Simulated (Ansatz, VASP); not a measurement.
# AlCu3 in VASP and in Ansatz

```
Al Cu
1.0
     0.00000    2.90316    2.90316
     2.90316    0.00000    2.90316
     2.90316    2.90316    0.00000
Al Cu
1 3
Direct
  0.00000 0.00000 0.00000
  0.50000 0.50000 0.50000
  0.25000 0.25000 0.25000
  0.75000 0.75000 0.75000
```

Alike in both runs: task single point; functional PBEsol; k mesh 12 × 12 × 12; occupations fermi-dirac, width 0.15 eV; no spin polarisation.

```csv
,VASP,Ansatz
version,VASP 6.6.1,Ansatz 0.2.0
potentials or method,"VASP PAW PBE potentials, release 64 (Al, Cu), cutoff 520 eV","scalar-relativistic, plane waves, PAW"
valence electrons in the cell,36,60
```

|  | VASP | Ansatz | Ansatz less VASP |
| --- | --- | --- | --- |
| gap on the k mesh at the Fermi level (eV) | none | none | - |
| pressure (GPa) | -2.2 | -2.9 | -0.63 |

VASP's potentials were made for PBE, not for PBEsol. A gap of «none» marks a metal or a gap that the smearing closes. VASP's potentials hold 36 valence electrons a cell and Ansatz's 60, so a difference there can come from the potentials and not from the codes.
